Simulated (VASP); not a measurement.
# SiO2 (I-42d) in VASP: vibrations by perturbation theory with PBE

Aim: the vibrations by perturbation theory of SiO2 with PBE.

Everything below comes from runs of VASP 6.6.1. Logs are shortened: lines on timing, memory, paths and dates and some standing lists are left out, and cuts for length are marked.

### 1 The cell of the first run

It takes space group I-42d (No. 122, tetragonal). The conventional cell has a = 4.985 Å, b = 4.985 Å, c = 7.359 Å, α = 90.00°, β = 90.00°, γ = 90.00°. Si (site symmetry -4) has 4 O at 1.63 Å within 2.2 Å. O (site symmetry 2) has 2 Si at 1.63 Å within 2.2 Å.

### 2 Vibrations by perturbation theory, PBE (15.24 Å³/atom)

INCAR reads:

```
SYSTEM = SiO2
PREC = Accurate
ENCUT = 520
EDIFF = 1E-8
ISMEAR = 0
SIGMA = 0.01
LREAL = .FALSE.
LASPH = .TRUE.
NELM = 100
ALGO = Normal
ISIF = 2
LWAVE = .FALSE.
LCHARG = .FALSE.
GGA = PE
NBANDS = 25
IBRION = 8
NSW = 1
LEPSILON = .TRUE.
```

KPOINTS reads:

```
Automatic mesh
0
G
  6 6 6
  0 0 0
```

POSCAR reads:

```
SiO2
1.0
   -2.4924592940      2.4924592940      3.6795902803
    2.4924592940     -2.4924592940      3.6795902803
    2.4924592940      2.4924592940     -3.6795902803
Si O
2 4
Direct
    0.0000000000      0.0000000000      0.0000000000
    0.7500000000      0.2500000000      0.5000000000
    0.9740944900      0.6250000000      0.8490944900
    0.3750000000      0.2240944900      0.3490944900
    0.7759055100      0.1250000000      0.1509055100
    0.8750000000      0.0259055100      0.6509055100
```

Potentials or basis: VASP PAW PBE potentials, release 64 (Si, O).

On the command line:

```console
> cat potpaw_PBE.64/Si/POTCAR potpaw_PBE.64/O/POTCAR > POTCAR
> mpirun -np 1 vasp_std > vasp.out
```

OUTCAR:

```text
SYSTEM = SiO2
   PREC = Accurate
   ENCUT = 520
   EDIFF = 1E-8
   ISMEAR = 0
   LREAL = .FALSE.
   LASPH = .TRUE.
   NELM = 100
   ISIF = 2
   GGA = PE
   IBRION = 8
   NSW = 1
   LEPSILON = .TRUE.

 ion  position               nearest neighbor table
   1  0.000  0.000  0.000-   3 1.63   5 1.63   6 1.63   4 1.63   2 3.10   2 3.10   2 3.10   2 3.10

   2  0.750  0.250  0.500-   4 1.63   5 1.63   6 1.63   3 1.63   1 3.10   1 3.10   1 3.10   1 3.10

   3  0.974  0.625  0.849-   1 1.63   2 1.63
   4  0.375  0.224  0.349-   2 1.63   1 1.63
   5  0.776  0.125  0.151-   1 1.63   2 1.63
   6  0.875  0.026  0.651-   1 1.63   2 1.63

  LATTYP: Found a body centered tetragonal cell.
 ALAT       =     4.9849185880
 C/A-ratio  =     1.4762890167

  Lattice vectors:

 A1 = (  -2.4924592940,   2.4924592940,   3.6795902803)
 A2 = (   2.4924592940,  -2.4924592940,   3.6795902803)
 A3 = (   2.4924592940,   2.4924592940,  -3.6795902803)

Analysis of symmetry for initial positions (statically):
=====================================================================
 Subroutine PRICEL returns:
 Original cell was already a primitive cell.

 Routine SETGRP: Setting up the symmetry group for a
 body centered tetragonal supercell.
[... 1010 lines left out ...]
  1Z     0.000000    0.000000  -42.444063    0.000000    0.000000   10.818399    9.069751   -3.202473    7.906416    3.202473    9.069751    7.906416   -9.069751    3.202473    7.906416   -3.202473   -9.069751    7.906416
  2X     8.972085   -3.485892    0.000000  -43.417420   -0.016766    0.000000   13.765782    5.468771    9.094913    3.456886   -3.717443   -2.939629   13.765782    5.468771   -9.094913    3.456886   -3.717443    2.939629
  2Y     3.485892    8.972085    0.000000    0.016766  -43.417420    0.000000    3.717443    3.456886    2.939629   -5.468771   13.765782    9.094913    3.717443    3.456886   -2.939629   -5.468771   13.765782   -9.094913
  2Z     0.000000    0.000000   10.818399    0.000000    0.000000  -42.444063    9.069751    3.202473    7.906416   -3.202473    9.069751    7.906416   -9.069751   -3.202473    7.906416    3.202473   -9.069751    7.906416
  3X    13.772229   -3.707388    9.069831   13.772229    3.707388    9.069831  -37.394018    0.000000  -23.975796    1.489923    1.757228    2.999949    6.869714    0.000000   -0.163764    1.489923   -1.757228    2.999949
  3Y    -5.441934    3.454145   -3.179245    5.441934    3.454145    3.179245    0.000000   -9.566300    0.000000    1.567076    1.496596    2.810530    0.000000   -0.335181    0.000000   -1.567076    1.496596   -2.810530
  3Z     9.094690   -2.941122    7.903554    9.094690    2.941122    7.903554  -23.972450    0.000000  -22.443793    2.810521    2.997025    3.538832    0.162027    0.000000   -0.440979    2.810521   -2.997025    3.538832
  4X     3.454145    5.441934    3.179245    3.454145   -5.441934   -3.179245    1.496596    1.567076    2.810530   -9.566300    0.000000    0.000000    1.496596   -1.567076   -2.810530   -0.335181    0.000000    0.000000
  4Y     3.707388   13.772229    9.069831   -3.707388   13.772229    9.069831    1.757228    1.489923    2.999949    0.000000  -37.394018  -23.975796   -1.757228    1.489923    2.999949    0.000000    6.869714   -0.163764
  4Z     2.941122    9.094690    7.903554   -2.941122    9.094690    7.903554    2.997025    2.810521    3.538832    0.000000  -23.972450  -22.443793   -2.997025    2.810521    3.538832    0.000000    0.162027   -0.440979
  5X    13.772229   -3.707388   -9.069831   13.772229    3.707388   -9.069831    6.869714    0.000000    0.163764    1.489923   -1.757228   -2.999949  -37.394018    0.000000   23.975796    1.489923    1.757228   -2.999949
  5Y    -5.441934    3.454145    3.179245    5.441934    3.454145   -3.179245    0.000000   -0.335181    0.000000   -1.567076    1.496596    2.810530    0.000000   -9.566300    0.000000    1.567076    1.496596   -2.810530
  5Z    -9.094690    2.941122    7.903554   -9.094690   -2.941122    7.903554   -0.162027    0.000000   -0.440979   -2.810521    2.997025    3.538832   23.972450    0.000000  -22.443793   -2.810521   -2.997025    3.538832
  6X     3.454145    5.441934   -3.179245    3.454145   -5.441934    3.179245    1.496596   -1.567076    2.810530   -0.335181    0.000000    0.000000    1.496596    1.567076   -2.810530   -9.566300    0.000000    0.000000
  6Y     3.707388   13.772229   -9.069831   -3.707388   13.772229   -9.069831   -1.757228    1.489923   -2.999949    0.000000    6.869714    0.163764    1.757228    1.489923   -2.999949    0.000000  -37.394018   23.975796
  6Z    -2.941122   -9.094690    7.903554    2.941122   -9.094690    7.903554    2.997025   -2.810521    3.538832    0.000000   -0.162027   -0.440979   -2.997025   -2.810521    3.538832    0.000000   23.972450  -22.443793

 Eigenvectors and eigenvalues of the dynamical matrix
 ----------------------------------------------------

   1 f  =   32.767845 THz   205.886440 2PiTHz 1093.017647 cm-1   135.516856 meV
             X         Y         Z           dx          dy          dz
      0.000000  0.000000  0.000000     0.000000   -0.000000   -0.000000
     -0.000000  2.492459  1.839795     0.000000    0.000000   -0.000000
      1.246230  2.986437  2.759693     0.400544   -0.000000    0.299274
      0.493978  1.246230  0.919898     0.000000   -0.400544   -0.299274
     -1.246230  1.998481  2.759693    -0.400544   -0.000000    0.299274
     -0.493978  3.738689  0.919898     0.000000    0.400544   -0.299274
[... 145 lines left out ...]
  18 f/i=    0.004519 THz     0.028392 2PiTHz    0.150726 cm-1     0.018688 meV
             X         Y         Z           dx          dy          dz
      0.000000  0.000000  0.000000    -0.305470    0.374721   -0.000000
     -0.000000  2.492459  1.839795    -0.305627    0.374593   -0.000000
      1.246230  2.986437  2.759693    -0.230832    0.282489    0.000281
      0.493978  1.246230  0.919898    -0.230382    0.283041   -0.000344
     -1.246230  1.998481  2.759693    -0.230832    0.282489   -0.000281
     -0.493978  3.738689  0.919898    -0.230382    0.283041    0.000344

--------------------------------------------------------------------------------------------------------

 MACROSCOPIC STATIC DIELECTRIC TENSOR IONIC CONTRIBUTION
 ------------------------------------------------------
           1.626071    -0.000000     0.000000
          -0.000000     1.626071     0.000000
           0.000000     0.000000     1.847976
 ------------------------------------------------------

 ELASTIC MODULI CONTR FROM IONIC RELAXATION (kBar)
 Direction    XX          YY          ZZ          XY          YZ          ZX
 --------------------------------------------------------------------------------
 XX       -1919.8765   -910.5365  -1203.5886      0.0000     -0.0000     -0.0000
 YY        -910.5365  -1919.8765  -1203.5886      0.0000     -0.0000     -0.0000
 ZZ       -1203.5886  -1203.5886  -1023.6143      0.0000     -0.0000     -0.0000
 XY           0.0000     -0.0000      0.0000   -553.2510     -0.0000     -0.0000
 YZ          -0.0000     -0.0000     -0.0000     -0.0000  -1393.3413      0.0000
 ZX          -0.0000     -0.0000     -0.0000     -0.0000      0.0000  -1390.8994
 --------------------------------------------------------------------------------

 PIEZOELECTRIC TENSOR IONIC CONTR  for field in x, y, z        (C/m^2)
          XX          YY          ZZ          XY          YZ          ZX
  --------------------------------------------------------------------------------
  x    -0.00000    -0.00000    -0.00000     0.00000     0.22104     0.00000
  y    -0.00000     0.00000    -0.00000     0.00000    -0.00000     0.22165
  z    -0.00000    -0.00000    -0.00000     0.45162    -0.00000     0.00000
```

stdout:

```text
POSCAR found type information on POSCAR SiO
 POSCAR found :  2 types and       6 ions
 scaLAPACK will be used
 LDA part: xc-table for (Slater+PW92), standard interpolation
 POSCAR, INCAR and KPOINTS ok, starting setup
 FFT: planning ... GRIDC
 FFT: planning ... GRID_SOFT
 FFT: planning ... GRID
 WAVECAR not read
[... 36 lines left out ...]
 first order change of Fermi-energy   0.25740E-01
 force on displaced ion       3 direction 1 : -37.394   0.001 -23.976
 Born effective charge ion    3 direction 1 :  -2.218  -0.000  -0.881
 Linear response progress:
 first order change of Fermi-energy  -0.33763E+00
 force on displaced ion       3 direction 2 :   0.000  -9.566   0.000
 Born effective charge ion    3 direction 2 :   0.000  -1.068   0.000
 Linear response progress:
 first order change of Fermi-energy   0.26578E-01
 force on displaced ion       3 direction 3 : -23.972   0.001 -22.444
 Born effective charge ion    3 direction 3 :  -0.899  -0.000  -1.680
 Born effective charges drift removed
 Linear response finished
```

Run time: 24 min. Hardware: 1 thread of Intel Xeon 6975P-C (Granite Rapids), shared host; peak memory 0.72 GiB.

Results:

```
Electronic dielectric tensor (diagonal)                 : 2.22, 2.22, 2.24
Born charges (mean of the diagonal)                     : Si +3.31; O -1.65 e
Highest phonon frequency at Γ, LO-TO splitting left out : 1093 cm⁻¹
```

Phonon frequencies in cm⁻¹ (negative: imaginary):
```
              q point                                                            frequencies
(0.000, 0.000, 0.000)  0 0 0 137 137 322 356 414 423 445 445 745 758 758 1043 1054 1054 1093
```

Electronic dielectric tensor:
```
2.22 0.00 0.00
0.00 2.22 0.00
0.00 0.00 2.24
```

Born effective charge tensors (e):
atom 1, Si
```
 3.28 -0.40  0.00
 0.40  3.28  0.00
 0.00  0.00  3.36
```
atom 2, Si
```
 3.28  0.40  0.00
-0.40  3.28  0.00
 0.00  0.00  3.36
```
atom 3, O
```
-2.22  0.00 -0.90
 0.00 -1.07  0.00
-0.88  0.00 -1.68
```
atom 4, O
```
-1.07  0.00  0.00
 0.00 -2.22 -0.90
 0.00 -0.88 -1.68
```
atom 5, O
```
-2.22  0.00  0.90
 0.00 -1.07  0.00
 0.88  0.00 -1.68
```
atom 6, O
```
-1.07  0.00  0.00
 0.00 -2.22  0.90
 0.00  0.88 -1.68
```
